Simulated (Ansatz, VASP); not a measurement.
Two plane-wave programs on Hf

```
Hf
1.0
    -1.76890    1.80500    1.80500
     1.80500   -1.76890    1.80500
     1.80500    1.80500   -1.76890
Hf
1
Direct
  0.00000 0.00000 0.00000
```

Change from the starting cell: equal xy, yz and zx shear strains of +2 %, PAW files.

Alike in both runs: task electric field gradients; functional PBEsol; k mesh 16 × 16 × 16; occupations fermi-dirac, width 0.08 eV; no spin polarisation.

|  | VASP | Ansatz |
| --- | --- | --- |
| version | VASP 6.6.1 | Ansatz 0.2.0 |
| potentials or method | VASP PAW PBE potentials, release 64 (Hf_pv) | PAW with Ansatz's default frozen-core files, scalar-relativistic |
| plane-wave cutoff (eV) | 520 | 420 |
| valence electrons in the cell | 10 | 26 |

|  | VASP | Ansatz | Ansatz less VASP |
| --- | --- | --- | --- |
| pressure (GPa) | -9.2 | -8.9 | +0.31 |
| traceless stress, the component that is largest in VASP (GPa) | -0.90 | -0.91 | -0.008 |
| size of Vzz on the site where it differs most (V/Å²) | 39.4 | 40.9 | +1.58 |

VASP's potentials were made for PBE, not for PBEsol. VASP's potentials hold 10 valence electrons a cell and Ansatz's 26, so a difference there can come from the potentials and not from the codes.

Spin-orbit coupling is off throughout.
